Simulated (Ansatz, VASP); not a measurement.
## ZnBi3: VASP beside Ansatz

INCAR

```
PREC = Accurate ; ENCUT = 520
EDIFF = 1E-6 ; ISMEAR = -1
SIGMA = 0.05 ; LREAL = False
LASPH = True ; NELM = 100
ALGO = Fast ; ISIF = 2
LWAVE = False ; LCHARG = True
GGA = PE ; LELF = True
LVHAR = True ; NBANDS = 36
```

Contents of KPOINTS:

```
regular mesh
0
Gamma
  8 8 8
```

The input POSCAR:

```
ZnBi3
1.0
   -2.5057368321      2.5057368321      4.5322845269
    2.5057368321     -2.5057368321      4.5322845269
    2.5057368321      2.5057368321     -4.5322845269
Bi Zn
3 1
Direct
    0.5000000000      0.5000000000      0.0000000000
    0.2500000000      0.7500000000      0.5000000000
    0.7500000000      0.2500000000      0.5000000000
    0.0000000000      0.0000000000      0.0000000000
```

File input.yaml:

```yaml
crystal:
  lattice:
    - [-2.5057368321, 2.5057368321, 4.5322845269]
    - [2.5057368321, -2.5057368321, 4.5322845269]
    - [2.5057368321, 2.5057368321, -4.5322845269]
  atoms:
    - { symbol: Bi, position: [0.5, 0.5, 0.0] }
    - { symbol: Bi, position: [0.25, 0.75, 0.5] }
    - { symbol: Bi, position: [0.75, 0.25, 0.5] }
    - { symbol: Zn, position: [0.0, 0.0, 0.0] }
hamiltonian:
  xc: pbe
  pseudopotentials: { kind: paw }
kpoints:
  mp_grid: { grid: [8, 8, 8] }
scf:
  occupations: { method: fermi_dirac, width: 0.05 }
output:
  forces: true
  stress: true
  eigenvalues: true
  write_density: true
  write_potential: true
  elf: true
  volumetric_format: npy
```

Alike in both runs: task single point; functional PBE; k mesh 8 × 8 × 8; occupations fermi-dirac, width 0.05 eV; no spin polarisation.

```csv
,VASP,Ansatz
version,VASP 6.6.1,Ansatz 0.2.0
potentials or method,"VASP PAW PBE potentials, release 64 (Bi_d, Zn)",Ansatz PAW
plane-wave cutoff (eV),520,420
valence electrons in the cell,57,57
```

```csv
,VASP,Ansatz,Ansatz less VASP
gap on the k mesh at the Fermi level (eV),none,none,-
pressure (GPa),1.1,1.2,+0.05
"traceless stress, the component that is largest in VASP (GPa)",0.44,0.44,-0.004
```

A gap of «none» marks a metal or a gap that the smearing closes.

Neither program's run includes spin-orbit coupling.
